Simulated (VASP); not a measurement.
# Li (P-1) in VASP: a series of runs

Runs on Li. Level: PBEsol. Tasks: single point.

Everything below comes from runs of VASP 6.6.1. Logs are shortened: lines on timing, memory, paths and dates and some standing lists are left out, and cuts for length are marked.

## 1. The cell of the first run

The typed cell holds 2 atoms: a = 3.111 Å, b = 3.124 Å, c = 5.093 Å, α = 90.21°, β = 90.57°, γ = 120.43°.

## 2. Single point, PBEsol (equal xy, yz and zx shear strains of -1 %)

The input, INCAR:

```
SYSTEM = Li
PREC = Accurate
ENCUT = 520
EDIFF = 1E-7
ISMEAR = -1
SIGMA = 0.03
LREAL = .FALSE.
LASPH = .TRUE.
NELM = 100
ALGO = Normal
ISIF = 2
LWAVE = .FALSE.
LCHARG = .FALSE.
GGA = PS
NBANDS = 10
```

The input, KPOINTS:

```
Automatic mesh
0
G
  15 15 8
  0 0 0
```

The input, POSCAR:

```
Li
1.0
    3.1110021516     -0.0155550108     -0.0155550108
   -1.5689721103      2.7019843999     -0.0056935291
   -0.0254650000     -0.0254650000      5.0930000000
Li
2
Direct
    0.3333333333      0.6666666667      0.2500000000
    0.6666666667      0.3333333333      0.7500000000
```

Potentials or basis: VASP PAW PBE potentials, release 64 (Li_sv).

Launch:

```sh
$ cat potpaw_PBE.64/Li_sv/POTCAR > POTCAR
$ mpirun -np 1 vasp_std > vasp.out
```

OUTCAR:

```text
SYSTEM = Li
   PREC = Accurate
   ENCUT = 520
   EDIFF = 1E-7
   ISMEAR = -1
   LREAL = .FALSE.
   LASPH = .TRUE.
   NELM = 100
   ISIF = 2
   GGA = PS

 ion  position               nearest neighbor table
   1  0.333  0.667  0.250-
   2  0.667  0.333  0.750-

  LATTYP: Found a triclinic cell.
 ALAT       =     3.0976137608
 B/A-ratio  =     1.0043472705
 C/A-ratio  =     1.6442099360
 COS(alpha) =     0.0099745013
 COS(beta)  =     0.0136846555
 COS(gamma) =     0.4934979113

  Lattice vectors:

 A1 = (   1.5420300413,   2.6864293891,  -0.0212485399)
 A2 = (   3.1110021516,  -0.0155550108,  -0.0155550108)
 A3 = (   0.0254650000,   0.0254650000,  -5.0930000000)

Analysis of symmetry for initial positions (statically):
=====================================================================
 Subroutine PRICEL returns:
 Original cell was already a primitive cell.

 Routine SETGRP: Setting up the symmetry group for a
 triclinic supercell.

 Subroutine GETGRP returns: Found  2 space group operations
 (whereof  2 operations were pure point group operations)
 out of a pool of  2 trial point group operations.

The static configuration has the point symmetry S_2 .

Analysis of symmetry for dynamics (positions and initial velocities):
=====================================================================
 Subroutine PRICEL returns:
 Original cell was already a primitive cell.

 Routine SETGRP: Setting up the symmetry group for a
 triclinic supercell.

 Subroutine GETGRP returns: Found  2 space group operations
 (whereof  2 operations were pure point group operations)
 out of a pool of  2 trial point group operations.

The dynamic configuration has the point symmetry S_2 .

 Subroutine INISYM returns: Found  2 space group operations
 (whereof  2 operations are pure point group operations),
 and found     1 'primitive' translations

----------------------------------------------------------------------------------------

                                     Primitive cell

  volume of cell :      42.6847

  direct lattice vectors                    reciprocal lattice vectors
     3.111002152 -0.015555011 -0.015555011     0.322388609  0.187208055  0.002547983
    -1.568972110  2.701984400 -0.005693529     0.001865253  0.371185396  0.001865253
    -0.025465000 -0.025465000  5.093000000     0.000986723  0.000986723  0.196357796

  length of vectors
     3.111079926  3.124488054  5.093127323     0.372810627  0.371194769  0.196362754

  position of ions in fractional coordinates (direct lattice)
     0.333333333  0.666666667  0.250000000
     0.666666667  0.333333333  0.750000000

  ion indices of the primitive-cell ions
   primitive index   ion index
                 1           1
                 2           2

----------------------------------------------------------------------------------------

 KPOINTS: Automatic mesh

Automatic generation of k-mesh.
 Grid dimensions read from file:
 generate k-points for:   15   15    8

 Generating k-lattice:

  Cartesian coordinates                     Fractional coordinates (reciprocal lattice)
     0.021492574  0.012480537  0.000169866     0.066666667  0.000000000 -0.000000000
     0.000124350  0.024745693  0.000124350     0.000000000  0.066666667  0.000000000
     0.000123340  0.000123340  0.024544724     0.000000000 -0.000000000  0.125000000

  Length of vectors
     0.024854042  0.024746318  0.024545344

  Shift w.r.t. Gamma in fractional coordinates (k-lattice)
     0.000000000  0.000000000  0.000000000

 Subroutine IBZKPT returns following result:
 ===========================================

 Found    901 irreducible k-points:

 Following reciprocal coordinates:
            Coordinates               Weight
  0.000000  0.000000  0.000000      1.000000
  0.066667 -0.000000  0.000000      2.000000
  0.133333 -0.000000  0.000000      2.000000
  0.200000  0.000000  0.000000      2.000000
  0.266667 -0.000000  0.000000      2.000000
  0.333333  0.000000 -0.000000      2.000000
[... 16 lines left out ...]
 -0.066667  0.066667  0.000000      2.000000
  0.000000  0.133333 -0.000000      2.000000
 [... further k-points ...]
   k-points           NKPTS =    901   k-points in BZ     NKDIM =    901   number of bands    NBANDS=     10
   number of dos      NEDOS =    301   number of ions     NIONS =      2
   total plane-waves  NPLWV =  23040
   dimension x,y,z NGX =    24 NGY =   24 NGZ =   40
   dimension x,y,z NGXF=    48 NGYF=   48 NGZF=   80
   ions per type =               2
   NGX,Y,Z   is equivalent  to a cutoff of  12.82, 12.77, 13.06 a.u.
   NGXF,Y,Z  is equivalent  to a cutoff of  25.65, 25.54, 26.11 a.u.
 SYSTEM =  Li
   PREC   = accura    normal or accurate (medium, high low for compatibility)
   ISTART =      0    job   : 0-new  1-cont  2-samecut
   ICHARG =      2    charge: 1-file 2-atom 10-const
   ISPIN  =      1    spin polarized calculation?
   LNONCOLLINEAR =      F non collinear calculations
   LSORBIT =      F    spin-orbit coupling
   LASPH  =      T    aspherical Exc in radial PAW
   ENCUT  =  520.0 eV  38.22 Ry    6.18 a.u.   5.78  5.81  9.47*2*pi/ulx,y,z
   NELM   =    100;   NELMIN=  2; NELMDL= -5     # of ELM steps
   EDIFF  = 0.1E-06   stopping-criterion for ELM
   LREAL  =      F    real-space projection
   EDIFFG = 0.1E-05   stopping-criterion for IOM
   NSW    =      0    number of steps for IOM
   IBRION =     -1    ionic relax: 0-MD 1-quasi-New 2-CG
   NFREE  =      0    steps in history (QN), initial steepest desc. (CG)
   ISIF   =      2    stress and relaxation
   ISYM   =      2    0-nonsym 1-usesym 2-fastsym
   POTIM  = 0.5000    time-step for ionic-motion
   TEBEG  =    0.0;   TEEND  =   0.0 temperature during run
   PSTRESS=    0.0 pullay stress
   NELECT =       6.0000    total number of electrons
   NUPDOWN=      -1.0000    fix difference up-down
   EMIN   =  10.00;   EMAX   =-10.00  energy-range for DOS
   EFERMI =   0.00;   METHOD = LEGACY
   ISMEAR =    -1;   SIGMA  =   0.03  broadening in eV -4-tet -1-fermi 0-gaus
   EFERMI_NEDOS =   21; number of points for ismear=-14 and -15
   IALGO  =     38    algorithm
   IMIX   =      4    mixing-type and parameters
     AMIX     =   0.40;   BMIX     =  1.00
     AMIX_MAG =   1.60;   BMIX_MAG =  1.00
  volume/ion in A,a.u.               =      21.34       144.03
  Fermi-wavevector in a.u.,A,eV,Ry     =   0.851206  1.608545  9.858116  0.724551
  Thomas-Fermi vector in A             =   1.967303
   LORBIT       =      0    0 simple, 1 ext, 2 COOP (PROOUT), +10 PAW based schemes
   GGA     = PS    functional components
   LHFCALC =     F    Hartree Fock is set to
   AEXX    =    0.0000 exact exchange contribution
   IVDW    =     0    specifies the selected vdW correction
   LEPSILON=     F    determine dielectric tensor
   LRPA    =     F    only Hartree local field effects (RPA)
 non-spin polarized calculation
  energy-cutoff  :      520.00
  volume of cell :       42.68
 maximum number of plane-waves:      1166
   NGX = 11   NGY = 11   NGZ = 19

 number of electron       5.9999992 magnetization

 Free energy of the ion-electron system (eV)
  ---------------------------------------------------
  ext. energy  EPLUGINS =         0.00000000
  ---------------------------------------------------
  free energy    TOTEN  =        -3.93025368 eV

  energy without entropy =       -3.92707373  energy(sigma->0) =       -3.92866371

 E-fermi :   0.4907     XC(G=0):  -6.8931

 val. band max:        0.4883376027   @ k =   0.1333   0.4000   0.0000
 cond. band min:       0.4928114602   @ k =  -0.3333   0.0000   0.3750
 fundamental gap:      0.0044738575
 Fermi energy:         0.4907134971

 k-point     1 :       0.0000    0.0000    0.0000
  band No.  band energies     occupation
      1     -45.5143      2.00000
      2     -45.4991      2.00000
      3      -3.0005      2.00000
      4       0.4786      1.19895
      5       3.2374      0.00000
      6      12.4757      0.00000
      7      12.6208      0.00000
      8      13.8187      0.00000
      9      13.9748      0.00000
     10      14.4275      0.00000

 k-point     2 :       0.0667   -0.0000    0.0000
  band No.  band energies     occupation
      1     -45.5138      2.00000
      2     -45.4988      2.00000
      3      -2.9307      2.00000
      4       0.5696      0.13444
      5       3.2669      0.00000
      6      11.8847      0.00000
      7      11.9510      0.00000
      8      13.8798      0.00000
      9      14.1656      0.00000
     10      14.3626      0.00000

 k-point     3 :       0.1333   -0.0000    0.0000
  band No.  band energies     occupation
      1     -45.5121      2.00000
      2     -45.4980      2.00000
      3      -2.7206      2.00000
      4       0.8424      0.00002
      5       3.3509      0.00000
      6      10.3497      0.00000
      7      11.0837      0.00000
      8      13.7391      0.00000
      9      14.0171      0.00000
     10      14.2798      0.00000

 k-point     4 :       0.2000    0.0000    0.0000
  band No.  band energies     occupation
      1     -45.5095      2.00000
      2     -45.4968      2.00000
      3      -2.3702      2.00000
      4       1.2962      0.00000
      5       3.4649      0.00000
      6       8.7041      0.00000
      7      10.2781      0.00000
      8      12.8190      0.00000
      9      13.1729      0.00000
     10      13.7659      0.00000
[... 222 lines left out ...]
 k-point    22 :      -0.1333    0.0667    0.0000
  band No.  band energies     occupation
      1     -45.5126      2.00000
      2     -45.4983      2.00000
      3      -2.7924      2.00000
      4       0.7493      0.00036
      5       3.3224      0.00000
      6      10.8487      0.00000
      7      11.1394      0.00000
      8      13.9063      0.00000
      9      14.1435      0.00000
     10      14.3039      0.00000

 k-point    23 :      -0.0667    0.0667    0.0000
  band No.  band energies     occupation
      1     -45.5138      2.00000
      2     -45.4988      2.00000
      3      -2.9318      2.00000
      4       0.5681      0.14089
      5       3.2660      0.00000
      6      11.6851      0.00000
      7      12.0994      0.00000
      8      13.8633      0.00000
      9      14.2720      0.00000
     10      14.3631      0.00000

 k-point    24 :       0.0000    0.1333   -0.0000
  band No.  band energies     occupation
      1     -45.5121      2.00000
      2     -45.4980      2.00000
      3      -2.7230      2.00000
      4       0.8394      0.00002
      5       3.3482      0.00000
      6      10.2403      0.00000
      7      11.1690      0.00000
      8      13.7582      0.00000
      9      13.9897      0.00000
     10      14.3405      0.00000

 [... further k-points ...]

------------------------ aborting loop because EDIFF is reached ----------------------------------------

  FORCE on cell =-STRESS in cart. coord.  units (eV):
  Direction    XX          YY          ZZ          XY          YZ          ZX
  --------------------------------------------------------------------------------------
  -------------------------------------------------------------------------------------
  Total       -0.2046687     -0.2069551     -0.2003109      0.0051834      0.0175761      0.0187859
  in kB       -7.6822722     -7.7680934     -7.5187040      0.1945610      0.6597217      0.7051303
  external PRESSURE =      -7.6563565 kB  Pullay stress =       0.0000000 kB

 VOLUME and BASIS-vectors are now :
 -----------------------------------------------------------------------------
  energy-cutoff  :      520.00
  volume of cell :       42.68
      direct lattice vectors                 reciprocal lattice vectors
     3.111002152 -0.015555011 -0.015555011     0.322388609  0.187208055  0.002547983
    -1.568972110  2.701984400 -0.005693529     0.001865253  0.371185396  0.001865253
    -0.025465000 -0.025465000  5.093000000     0.000986723  0.000986723  0.196357796

 POSITION                                       TOTAL-FORCE (eV/Angst)
 -----------------------------------------------------------------------------------
     -0.01535      1.78977      1.26427         0.002544      0.000079      0.000121
      1.53191      0.87119      3.80748        -0.002544     -0.000079     -0.000121
 -----------------------------------------------------------------------------------
    total drift:                               -0.000000      0.000000     -0.000000

  FREE ENERGIE OF THE ION-ELECTRON SYSTEM (eV)
  ---------------------------------------------------
  free  energy   TOTEN  =        -3.9302536841 eV

  energy  without entropy=       -3.9270737302  energy(sigma->0) =       -3.92866371
```

Run time: 92 s. Hardware: 1 thread of Intel Xeon 6975P-C (Granite Rapids), shared host; peak memory 0.37 GiB.

What came out:

```
Free energy            : -3.9303 eV
Band gap on the k mesh : zero (bands 3 and 4 overlap by 4.48 eV)
```

Forces on the atoms (eV/Å):
```
Li   0.003  0.000  0.000
Li  -0.003  0.000  0.000
```

Levels at points of the mesh, in eV from the Fermi level:
| k point | band 1 | band 2 | band 3 | band 4 | band 5 | band 6 | band 7 | band 8 |
| --- | --- | --- | --- | --- | --- | --- | --- | --- |
| (0.00, 0.00, 0.00) | -46.01 | -45.99 | -3.49 | -0.01 | 2.75 | 11.98 | 12.13 | 13.33 |
| (0.00, 0.00, 0.50) | -46.00 | -46.00 | -2.40 | -2.40 | 7.66 | 7.66 | 12.82 | 12.88 |

Caveat: the cell differs from its parent crystal (equal xy, yz and zx shear strains of -1 %); the cutoff is under 1.25 times the usual one of these potentials, so pressure, stress and relaxed cells hold a basis-set (Pulay) error; the PAW data sets were made with another functional, which shifts forces and pressure a little.

## 3. Single point, PBEsol (equal xy, yz and zx shear strains of +1 %)

The input, INCAR:

```
PREC = Accurate ; ENCUT = 520
EDIFF = 1E-7 ; ISMEAR = -1
SIGMA = 0.03 ; LREAL = False
LASPH = True ; NELM = 60
ALGO = Normal ; ISIF = 2
LWAVE = False ; LCHARG = False
GGA = PS ; NBANDS = 10
```

The input, KPOINTS:

```
regular mesh
0
Gamma
  15 15 8
```

The input, POSCAR:

```
Li
1.0
    3.1110021516      0.0155550108      0.0155550108
   -1.5420300413      2.6864293891      0.0056935291
    0.0254650000      0.0254650000      5.0930000000
Li
2
Direct
    0.3333333333      0.6666666667      0.2500000000
    0.6666666667      0.3333333333      0.7500000000
```

Potentials or basis: VASP PAW PBE potentials, release 64 (Li_sv).

Launch:

```sh
$ cat potpaw_PBE.64/Li_sv/POTCAR > POTCAR
$ mpirun -np 1 vasp_std > vasp.out
```

It took 86 s on 1 thread of Intel Xeon 6975P-C (Granite Rapids), shared host; peak memory 0.38 GiB.

Results (log left out):

```yaml
Free_energy: -3.9302 eV
Band_gap_on_the_k_mesh: zero (bands 3 and 4 overlap by 4.48 eV)
```

Forces in eV/Å, atoms in the order of the input:
```
Li  -0.002  0.000  0.000
Li   0.002  0.000  0.000
```

Levels at points of the mesh, in eV from the Fermi level:
| k point | band 1 | band 2 | band 3 | band 4 | band 5 | band 6 | band 7 |
| --- | --- | --- | --- | --- | --- | --- | --- |
| (0.00, 0.00, 0.00) | -46.01 | -45.99 | -3.49 | -0.01 | 2.75 | 11.99 | 12.13 |
| (0.00, 0.00, 0.50) | -46.00 | -46.00 | -2.40 | -2.40 | 7.66 | 7.66 | 12.81 |

Caveat: the cell differs from its parent crystal (equal xy, yz and zx shear strains of +1 %); the cutoff is under 1.25 times the usual one of these potentials, so pressure, stress and relaxed cells hold a basis-set (Pulay) error; the PAW data sets were made with another functional, which shifts forces and pressure a little.
